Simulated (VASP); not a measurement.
Crystal: Ba.

```xyz
1
Lattice="-2.4640 2.4640 2.4640 2.4640 -2.4640 2.4640 2.4640 2.4640 -2.4640" Properties=species:S:1:pos:R:3 pbc="T T T"
Ba    0.0000    0.0000    0.0000
```

```yaml
Program: VASP 6.6.1
Task: relaxation of cell and atoms
Functional: SCAN
Potentials_or_basis: VASP PAW PBE potentials, release 64 (Ba_sv)
Cutoff: 650 eV
k_mesh: 11 × 11 × 11
Occupations: fermi-dirac, width 0.02 eV
Spin: no spin polarisation
```

At the start: pressure 0.7 GPa; volume 59.84 Å³/atom.

**Question.** Where does the relaxation end?

**Answer.** Over 4 steps the energy falls by 8.8 meV/atom and the volume is 64.02 Å³/atom (+7.0 %); space group Im-3m (No. 229, to 0.1 Å) before and after.

The path:
```
step  energy change (eV)  largest force (eV/Å)  pressure (GPa)  volume (Å³)
   1              0.0000                0.0000            0.69        59.84
   2             -0.0071                0.0000            0.30        62.11
   3             -0.0088                0.0000            0.03        63.79
   4             -0.0088                0.0000            0.00        64.02
```

Final structure:
```
Ba
1.0
    -2.52006    2.52006    2.52006
     2.52006   -2.52006    2.52006
     2.52006    2.52006   -2.52006
Ba
1
Direct
  0.00000 0.00000 0.00000
```

Caveat: the PAW data sets were made with another functional, which shifts forces and pressure a little.
